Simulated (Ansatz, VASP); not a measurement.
**Sb2As in VASP and in Ansatz**

```
CELL_PARAMETERS angstrom
0.00000 4.25799 4.25799
4.25799 0.00000 4.25799
4.25799 4.25799 0.00000
ATOMIC_POSITIONS crystal
Sb 0.62500 0.62500 0.62500
Sb 0.12500 0.62500 0.62500
Sb 0.62500 0.62500 0.12500
Sb 0.62500 0.12500 0.62500
As 0.00000 0.00000 0.00000
As 0.25000 0.25000 0.25000
```

Alike in both runs: task single point; functional PBE; k mesh 4 × 4 × 4; occupations gaussian, width 0.1 eV; no spin polarisation.

|  | VASP | Ansatz |
| --- | --- | --- |
| version | VASP 6.6.1 | Ansatz 0.2.0 |
| potentials or method | VASP PAW PBE potentials, release 64 (Sb, As), cutoff 520 eV | scalar-relativistic, plane waves, PAW |
| valence electrons in the cell | 30 | 90 |

VASP gave:

| Quantity | Value |
| --- | --- |
| gap on the k mesh at the Fermi level (eV) | none |
| pressure (GPa) | 2.9 |

Task: What did Ansatz give for the same quantities?

Result: gap on the k mesh at the Fermi level (eV): none; pressure (GPa): 3.0.

A gap of «none» marks a metal or a gap that the smearing closes. VASP's potentials hold 30 valence electrons a cell and Ansatz's 90, so a difference there can come from the potentials and not from the codes.

Spin-orbit coupling is off throughout.
